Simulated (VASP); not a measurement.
# MgO (Fm-3m) in VASP: a series of runs

MgO is run at these levels: PBE; tasks: single point.

Program: VASP 6.6.1. These are calculated values, not measurements. Logs are shortened: lines on timing, memory, paths and dates and some standing lists are left out, and cuts for length are marked.

**Experimental background.**

“Electronic structure of alkaline earth and post-transition metal oxides”, 2009, arxiv:0908.1581 quotes, for a bulk crystal of MgO: band gap 7.83 eV.

The results are compared with them further down.

## (1) The cell of the first run

The structure is cubic, space group Fm-3m (No. 225). Conventional cell: a = 4.222 Å, b = 4.222 Å, c = 4.222 Å, α = 90.00°, β = 90.00°, γ = 90.00°. Mg (site symmetry m-3m) has 6 O at 2.11 Å within 2.8 Å. Within 2.8 Å of O (site symmetry m-3m) lie 6 Mg at 2.11 Å.

## (2) Single point, PBE

Contents of INCAR:

```
PREC = Accurate
ENCUT = 600
EDIFF = 1E-6
ISMEAR = -1
SIGMA = 0.1
LREAL = F
LASPH = T
NELM = 120
ALGO = Normal
ISIF = 2
LWAVE = F
LCHARG = F
GGA = PE
NBANDS = 11
GGA_COMPAT = F
```

Contents of KPOINTS:

```
regular mesh
0
Gamma
  4 4 4
```

Contents of POSCAR:

```
MgO
1.0
    0.0000000000      2.1110000000      2.1110000000
    2.1110000000      0.0000000000      2.1110000000
    2.1110000000      2.1110000000      0.0000000000
Mg O
1 1
Direct
    0.0000000000      0.0000000000      0.0000000000
    0.5000000000      0.5000000000      0.5000000000
```

Potentials or basis: VASP PAW PBE potentials, release 64 (Mg, O).

Launch:

```
$ cat potpaw_PBE.64/Mg/POTCAR potpaw_PBE.64/O/POTCAR > POTCAR
$ mpirun -np 1 vasp_std > vasp.out
```

OUTCAR:

```text
PREC = Accurate
   ENCUT = 600
   EDIFF = 1E-6
   ISMEAR = -1
   LREAL = F
   LASPH = T
   NELM = 120
   ISIF = 2
   GGA = PE

 ion  position               nearest neighbor table
   1  0.000  0.000  0.000-   2 2.11   2 2.11   2 2.11   2 2.11   2 2.11   2 2.11
   2  0.500  0.500  0.500-   1 2.11   1 2.11   1 2.11   1 2.11   1 2.11   1 2.11

  LATTYP: Found a face centered cubic cell.
 ALAT       =     4.2220000000

  Lattice vectors:

 A1 = (   0.0000000000,   2.1110000000,   2.1110000000)
 A2 = (   2.1110000000,   0.0000000000,   2.1110000000)
 A3 = (   2.1110000000,   2.1110000000,   0.0000000000)

Analysis of symmetry for initial positions (statically):
=====================================================================
 Subroutine PRICEL returns:
 Original cell was already a primitive cell.

 Routine SETGRP: Setting up the symmetry group for a
 face centered cubic supercell.

 Subroutine GETGRP returns: Found 48 space group operations
 (whereof 48 operations were pure point group operations)
 out of a pool of 48 trial point group operations.

The static configuration has the point symmetry O_h .

Analysis of symmetry for dynamics (positions and initial velocities):
=====================================================================
 Subroutine PRICEL returns:
 Original cell was already a primitive cell.

 Routine SETGRP: Setting up the symmetry group for a
 face centered cubic supercell.

 Subroutine GETGRP returns: Found 48 space group operations
 (whereof 48 operations were pure point group operations)
 out of a pool of 48 trial point group operations.

The dynamic configuration has the point symmetry O_h .

 Subroutine INISYM returns: Found 48 space group operations
 (whereof 48 operations are pure point group operations),
 and found     1 'primitive' translations

----------------------------------------------------------------------------------------

                                     Primitive cell

  volume of cell :      18.8146

  direct lattice vectors                    reciprocal lattice vectors
     0.000000000  2.111000000  2.111000000    -0.236854571  0.236854571  0.236854571
     2.111000000  0.000000000  2.111000000     0.236854571 -0.236854571  0.236854571
     2.111000000  2.111000000  0.000000000     0.236854571  0.236854571 -0.236854571

  length of vectors
     2.985404830  2.985404830  2.985404830     0.410244151  0.410244151  0.410244151

  position of ions in fractional coordinates (direct lattice)
     0.000000000  0.000000000  0.000000000
     0.500000000  0.500000000  0.500000000

  ion indices of the primitive-cell ions
   primitive index   ion index
                 1           1
                 2           2

----------------------------------------------------------------------------------------

 KPOINTS: regular mesh

Automatic generation of k-mesh.
 Grid dimensions read from file:
 generate k-points for:    4    4    4

 Generating k-lattice:

  Cartesian coordinates                     Fractional coordinates (reciprocal lattice)
    -0.059213643  0.059213643  0.059213643     0.250000000  0.000000000  0.000000000
     0.059213643 -0.059213643  0.059213643     0.000000000  0.250000000  0.000000000
     0.059213643  0.059213643 -0.059213643     0.000000000  0.000000000  0.250000000

  Length of vectors
     0.102561038  0.102561038  0.102561038

  Shift w.r.t. Gamma in fractional coordinates (k-lattice)
     0.000000000  0.000000000  0.000000000

 Subroutine IBZKPT returns following result:
 ===========================================

 Found      8 irreducible k-points:

 Following reciprocal coordinates:
            Coordinates               Weight
  0.000000  0.000000  0.000000      1.000000
  0.250000  0.000000  0.000000      8.000000
  0.500000  0.000000  0.000000      4.000000
  0.250000  0.250000  0.000000      6.000000
  0.500000  0.250000  0.000000     24.000000
 -0.250000  0.250000  0.000000     12.000000
  0.500000  0.500000  0.000000      3.000000
 -0.250000  0.500000  0.250000      6.000000
   k-points           NKPTS =      8   k-points in BZ     NKDIM =      8   number of bands    NBANDS=     11
   number of dos      NEDOS =    301   number of ions     NIONS =      2
   total plane-waves  NPLWV =  13824
   dimension x,y,z NGX =    24 NGY =   24 NGZ =   24
   dimension x,y,z NGXF=    48 NGYF=   48 NGZF=   48
   ions per type =               1   1
   NGX,Y,Z   is equivalent  to a cutoff of  13.36, 13.36, 13.36 a.u.
   NGXF,Y,Z  is equivalent  to a cutoff of  26.73, 26.73, 26.73 a.u.
 SYSTEM =  unknown system
   PREC   = accura    normal or accurate (medium, high low for compatibility)
   ISTART =      0    job   : 0-new  1-cont  2-samecut
   ICHARG =      2    charge: 1-file 2-atom 10-const
   ISPIN  =      1    spin polarized calculation?
   LNONCOLLINEAR =      F non collinear calculations
   LSORBIT =      F    spin-orbit coupling
   LASPH  =      T    aspherical Exc in radial PAW
   ENCUT  =  600.0 eV  44.10 Ry    6.64 a.u.   5.96  5.96  5.96*2*pi/ulx,y,z
   NELM   =    120;   NELMIN=  2; NELMDL= -5     # of ELM steps
   EDIFF  = 0.1E-05   stopping-criterion for ELM
   LREAL  =      F    real-space projection
   EDIFFG = 0.1E-04   stopping-criterion for IOM
   NSW    =      0    number of steps for IOM
   IBRION =     -1    ionic relax: 0-MD 1-quasi-New 2-CG
   NFREE  =      0    steps in history (QN), initial steepest desc. (CG)
   ISIF   =      2    stress and relaxation
   ISYM   =      2    0-nonsym 1-usesym 2-fastsym
   POTIM  = 0.5000    time-step for ionic-motion
   TEBEG  =    0.0;   TEEND  =   0.0 temperature during run
   PSTRESS=    0.0 pullay stress
   NELECT =       8.0000    total number of electrons
   NUPDOWN=      -1.0000    fix difference up-down
   EMIN   =  10.00;   EMAX   =-10.00  energy-range for DOS
   EFERMI =   0.00;   METHOD = LEGACY
   ISMEAR =    -1;   SIGMA  =   0.10  broadening in eV -4-tet -1-fermi 0-gaus
   EFERMI_NEDOS =   21; number of points for ismear=-14 and -15
   IALGO  =     38    algorithm
   IMIX   =      4    mixing-type and parameters
     AMIX     =   0.40;   BMIX     =  1.00
     AMIX_MAG =   1.60;   BMIX_MAG =  1.00
  volume/ion in A,a.u.               =       9.41        63.48
  Fermi-wavevector in a.u.,A,eV,Ry     =   1.231043  2.326334 20.619182  1.515467
  Thomas-Fermi vector in A             =   2.365868
   LORBIT       =      0    0 simple, 1 ext, 2 COOP (PROOUT), +10 PAW based schemes
   GGA     = PE    functional components
   LHFCALC =     F    Hartree Fock is set to
   AEXX    =    0.0000 exact exchange contribution
   IVDW    =     0    specifies the selected vdW correction
   LEPSILON=     F    determine dielectric tensor
   LRPA    =     F    only Hartree local field effects (RPA)
 non-spin polarized calculation
  energy-cutoff  :      600.00
  volume of cell :       18.81
 maximum number of plane-waves:       636
   NGX = 11   NGY = 11   NGZ = 11

 number of electron       8.0000005 magnetization

 Free energy of the ion-electron system (eV)
  ---------------------------------------------------
  ext. energy  EPLUGINS =         0.00000000
  ---------------------------------------------------
  free energy    TOTEN  =       -11.89885829 eV

  energy without entropy =      -11.89885829  energy(sigma->0) =      -11.89885829

 E-fermi :   5.3397     XC(G=0): -11.0417

 val. band max:        3.1474548310   @ k =   0.0000   0.0000   0.0000
 cond. band min:       7.7986185219   @ k =   0.0000   0.0000   0.0000
 fundamental gap:      4.6511636909
 Fermi energy:         5.3397474261

 k-point     1 :       0.0000    0.0000    0.0000
  band No.  band energies     occupation
      1     -14.0810      2.00000
      2       3.1475      2.00000
      3       3.1475      2.00000
      4       3.1475      2.00000
      5       7.7986      0.00000
      6      18.8967      0.00000
      7      18.8967      0.00000
      8      18.8967      0.00000
      9      22.7958      0.00000
     10      24.5602      0.00000
     11      24.5602      0.00000

 k-point     2 :       0.2500    0.0000    0.0000
  band No.  band energies     occupation
      1     -13.5009      2.00000
      2       0.4984      2.00000
      3       2.8106      2.00000
      4       2.8106      2.00000
      5      10.1647      0.00000
      6      15.6695      0.00000
      7      19.7310      0.00000
      8      19.7310      0.00000
      9      23.1919      0.00000
     10      23.1919      0.00000
     11      25.0103      0.00000

 k-point     3 :       0.5000    0.0000    0.0000
  band No.  band energies     occupation
      1     -12.8138      2.00000
      2      -1.4438      2.00000
      3       2.5014      2.00000
      4       2.5014      2.00000
      5      10.9907      0.00000
      6      15.6693      0.00000
      7      19.3736      0.00000
      8      19.3736      0.00000
      9      23.9198      0.00000
     10      25.5496      0.00000
     11      25.5496      0.00000

 k-point     4 :       0.2500    0.2500    0.0000
  band No.  band energies     occupation
      1     -13.3400      2.00000
      2       0.5258      2.00000
      3       2.4152      2.00000
      4       2.4152      2.00000
      5      11.1398      0.00000
      6      14.2840      0.00000
      7      18.5471      0.00000
      8      20.5280      0.00000
      9      20.5280      0.00000
     10      26.4278      0.00000
     11      30.2923      0.00000

 k-point     5 :       0.5000    0.2500    0.0000
  band No.  band energies     occupation
      1     -12.6957      2.00000
      2      -0.6472      2.00000
      3       1.2446      2.00000
      4       2.1370      2.00000
      5      12.7869      0.00000
      6      14.6542      0.00000
      7      16.3588      0.00000
      8      20.6970      0.00000
      9      21.8396      0.00000
     10      27.5322      0.00000
     11      29.7639      0.00000

 k-point     6 :      -0.2500    0.2500    0.0000
  band No.  band energies     occupation
      1     -12.8848      2.00000
      2      -0.3320      2.00000
      3       1.1629      2.00000
      4       2.5016      2.00000
      5      12.5555      0.00000
      6      14.8873      0.00000
      7      17.0781      0.00000
      8      20.5702      0.00000
      9      23.0552      0.00000
     10      24.0263      0.00000
     11      28.7437      0.00000

 k-point     7 :       0.5000    0.5000    0.0000
  band No.  band energies     occupation
      1     -12.5576      2.00000
      2      -0.9127      2.00000
      3       1.8072      2.00000
      4       1.8072      2.00000
      5      12.2490      0.00000
      6      13.0286      0.00000
      7      16.1676      0.00000
      8      22.0033      0.00000
      9      22.0033      0.00000
     10      28.3080      0.00000
     11      29.8849      0.00000

 k-point     8 :      -0.2500    0.5000    0.2500
  band No.  band energies     occupation
      1     -12.5058      2.00000
      2       0.2109      2.00000
      3       0.2109      2.00000
      4       1.3885      2.00000
      5      14.7419      0.00000
      6      14.7419      0.00000
      7      15.2190      0.00000
      8      18.5543      0.00000
      9      24.9897      0.00000
     10      24.9897      0.00000
     11      29.3431      0.00000

------------------------ aborting loop because EDIFF is reached ----------------------------------------

  FORCE on cell =-STRESS in cart. coord.  units (eV):
  Direction    XX          YY          ZZ          XY          YZ          ZX
  --------------------------------------------------------------------------------------
  -------------------------------------------------------------------------------------
  Total        0.3004247      0.3004247      0.3004247     -0.0000000      0.0000000     -0.0000000
  in kB       25.5829991     25.5829991     25.5829991     -0.0000000      0.0000000     -0.0000000
  external PRESSURE =      25.5829991 kB  Pullay stress =       0.0000000 kB

 VOLUME and BASIS-vectors are now :
 -----------------------------------------------------------------------------
  energy-cutoff  :      600.00
  volume of cell :       18.81
      direct lattice vectors                 reciprocal lattice vectors
     0.000000000  2.111000000  2.111000000    -0.236854571  0.236854571  0.236854571
     2.111000000  0.000000000  2.111000000     0.236854571 -0.236854571  0.236854571
     2.111000000  2.111000000  0.000000000     0.236854571  0.236854571 -0.236854571

 POSITION                                       TOTAL-FORCE (eV/Angst)
 -----------------------------------------------------------------------------------
      0.00000      0.00000      0.00000         0.000000     -0.000000      0.000000
      2.11100      2.11100      2.11100         0.000000      0.000000      0.000000
 -----------------------------------------------------------------------------------
    total drift:                               -0.000000     -0.000000      0.000000

  FREE ENERGIE OF THE ION-ELECTRON SYSTEM (eV)
  ---------------------------------------------------
  free  energy   TOTEN  =       -11.8988582887 eV

  energy  without entropy=      -11.8988582886  energy(sigma->0) =      -11.89885829
```

It took 5.3 s on 1 thread of Intel Xeon 8259CL, shared host; peak memory 0.14 GiB.

What came out:

| Quantity | Value |
| --- | --- |
| Free energy | -11.8989 eV |
| Pressure | 2.6 GPa |
| Band gap on the k mesh | 4.65 eV, direct |

Caveat: the k points lie up to 0.64 Å⁻¹ apart. As with any semilocal functional, this PBE gap is likely too small.

## (3) Single point, PBE

Contents of INCAR:

```
ALGO = Normal
EDIFF = 1E-6
ENCUT = 600
GGA = PE
GGA_COMPAT = F
ISIF = 2
ISMEAR = -1
LASPH = T
LCHARG = F
LREAL = F
LWAVE = F
NBANDS = 11
NELM = 120
PREC = Accurate
SIGMA = 0.1
```

Contents of KPOINTS:

```
k-points
0
Gamma
  8 8 8
```

POSCAR is that of step 2.

Potentials or basis: VASP PAW PBE potentials, release 64 (Mg, O).

Launch:

```
$ cat potpaw_PBE.64/Mg/POTCAR potpaw_PBE.64/O/POTCAR > POTCAR
$ mpirun -np 1 vasp_std > vasp.out
```

Wall time 9 s (1 thread of Intel Xeon 8259CL, shared host); peak memory 0.14 GiB.

Results (log left out):

```
Free energy            : -11.9118 eV
Pressure               : 2.5 GPa
Band gap on the k mesh : 4.66 eV, direct
```

Levels at points of the mesh, in eV from the valence-band top:
| k point | band 2 | band 3 | band 4 | band 5 | band 6 | band 7 |
| --- | --- | --- | --- | --- | --- | --- |
| (0.00, 0.00, 0.00) | 0.00 | 0.00 | 0.00 | 4.66 | 15.76 | 15.76 |
| (0.50, 0.00, 0.00) | -4.59 | -0.65 | -0.65 | 7.85 | 12.53 | 16.24 |
| (0.50, 0.50, 0.00) | -4.05 | -1.34 | -1.34 | 9.11 | 9.89 | 13.02 |

(Part 1 of 3 ends here.)
